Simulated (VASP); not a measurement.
Runs of VASP 6.6.1 on Pt. The structure is that of space group Fm-3m (No. 225), or close to it. The cells are those of the table. 

| task | cell | k mesh | cutoff (eV) | smearing | gap on the mesh (eV) | pressure (GPa) | relaxed volume (Å³/atom) |
| --- | --- | --- | --- | --- | --- | --- | --- |
| relaxation of cell and atoms | relaxed from a = 2.752 Å, angles 60.0°, 1 atom | 16 × 16 × 16 | 600 | gaussian 0.1 eV | none | 0.0 | (a) |
| single point | a = 2.752 Å, angles 60.0°, 1 atom | 8 × 8 × 8 | 520 | gaussian 0.1 eV | none | 0.7 | - |
| relaxation of cell and atoms | relaxed from a = 2.753 Å, angles 60.0°, 1 atom | 16 × 16 × 16 | 600 | fermi-dirac 0.15 eV | none | 0.0 | 14.84 |
| single point | a = 2.753 Å, angles 60.0°, 1 atom | 16 × 16 × 16 | 520 | gaussian 0.1 eV | none | 0.8 | - |

Alike in all rows: level LDA; potentials or basis VASP PAW LDA potentials, release 64 (Pt); no spin polarisation.

Task: Fill in the values left out.

Result: (a) 14.80.

Caveats: spin-orbit coupling is left out, which moves the levels of the heavy elements.

A k mesh can miss the band edges, and the runs leave out spin-orbit coupling on Pt.

A gap of «none» marks levels without a gap at the run's occupations.
